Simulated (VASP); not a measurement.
Crystal: NaS6.

```xyz
7
Lattice="0.0000 4.4206 4.4206 4.4206 0.0000 4.4206 4.4206 4.4206 0.0000" Properties=species:S:1:pos:R:3 pbc="T T T"
Na    4.4206    4.4206    4.4206
S     0.0000    2.2103    2.2103
S     4.4206    2.2103    2.2103
S     2.2103    0.0000    2.2103
S     2.2103    4.4206    2.2103
S     2.2103    2.2103    0.0000
S     2.2103    2.2103    4.4206
```

The cell was built from a structure type or drawn by symmetry, and may not be a known phase.

| Property | Result |
| --- | --- |
| Program | VASP 6.6.1 |
| Task | relaxation of cell and atoms |
| Functional | PBE |
| Potentials or basis | VASP PAW PBE potentials, release 64 (Na_pv, S) |
| Cutoff | 600 eV |
| k mesh | 4 × 4 × 4 |
| Occupations | gaussian, width 0.1 eV |
| Spin | no spin polarisation |

At the start: pressure -9.6 GPa; volume 24.68 Å³/atom.

**Question.** How do energy, volume and symmetry change on relaxing?

**Answer.** Over 4 steps the energy falls by 265.7 meV/atom and the volume is 18.06 Å³/atom (-26.8 %); space group Fm-3m (No. 225, to 0.1 Å) before and after.

The path:
```csv
step,energy change (eV),largest force (eV/Å),pressure (GPa),volume (Å³)
1,0.0000,0.0000,-9.65,172.77
2,-1.6821,0.0000,-4.53,138.21
3,-1.8571,0.0000,-0.63,127.89
4,-1.8596,0.0000,0.09,126.42
```

Final structure:
```
Na S
1.0
     0.00000    3.98342    3.98342
     3.98342    0.00000    3.98342
     3.98342    3.98342    0.00000
Na S
1 6
Direct
  0.50000 0.50000 0.50000
  0.50000 0.00000 0.00000
  0.00000 0.50000 0.50000
  0.00000 0.50000 0.00000
  0.50000 0.00000 0.50000
  0.00000 0.00000 0.50000
  0.50000 0.50000 0.00000
```

Caveat: the volume moved by over 15 % at a fixed basis, so the end points are rough.
